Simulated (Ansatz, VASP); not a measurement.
## One calculation of PbO, two programs

INCAR

```
SYSTEM = PbO
PREC = Accurate
ENCUT = 520
EDIFF = 1E-6
ISMEAR = 0
SIGMA = 0.05
LREAL = .False.
LASPH = .True.
NELM = 80
ALGO = Normal
ISIF = 2
LWAVE = .False.
LCHARG = .False.
GGA = PE
IVDW = 12
NBANDS = 28
```

KPOINTS

```
Automatic mesh
0
Gamma
  8 8 6
  0 0 0
```

POSCAR

```
PbO
1.0
    4.2812926160      0.0000000000      0.0000000000
    0.0000000000      4.2812926160      0.0000000000
    0.0000000000      0.0000000000      4.3278284053
Pb O
2 2
Direct
    0.0000000000      0.5000000000      0.2351000000
    0.5000000000      0.0000000000      0.7649000000
    0.0000000000      0.0000000000      0.0000000000
    0.5000000000      0.5000000000      0.0000000000
```

Input for Ansatz:

```yaml
crystal:
  lattice:
    - [4.281292616, 0.0, 0.0]
    - [0.0, 4.281292616, 0.0]
    - [0.0, 0.0, 4.3278284053]
  atoms:
    - { symbol: Pb, position: [0.0, 0.5, 0.2351] }
    - { symbol: Pb, position: [0.5, 0.0, 0.7649] }
    - { symbol: O, position: [0.0, 0.0, 0.0] }
    - { symbol: O, position: [0.5, 0.5, 0.0] }
basis:
  ecutwfc: 420
kpoints:
  mp_grid: { grid: [8, 8, 6] }
hamiltonian:
  xc: pbe
  dispersion: d3bj
scf:
  occupations: { method: gaussian, width: 0.05 }
output:
  forces: true
  stress: true
  eigenvalues: true
```

Alike in both runs: task single point; functional PBE; dispersion D3(BJ); k mesh 8 × 8 × 6; occupations gaussian, width 0.05 eV; no spin polarisation.

|  | VASP | Ansatz |
| --- | --- | --- |
| version | VASP 6.6.1 | Ansatz 0.2.0 |
| potentials or method | VASP PAW PBE potentials, release 64 (Pb_d, O), cutoff 520 eV | scalar-relativistic, plane waves, PAW |
| valence electrons in the cell | 40 | 40 |

```tsv
	VASP	Ansatz	Ansatz less VASP
gap on the k mesh at the Fermi level (eV)	1.35	1.37	+0.019
least direct gap on the mesh (eV)	1.40	1.41	+0.012
pressure (GPa)	-0.2	-0.3	-0.07
traceless stress, the component that is largest in VASP (GPa)	2.94	3.02	+0.081
rms of the force components (eV/Å)	0.260	0.248	-0.0123
```

Atom by atom the forces differ by 0.012 eV/Å (rms over components).

Spin-orbit coupling is off throughout.
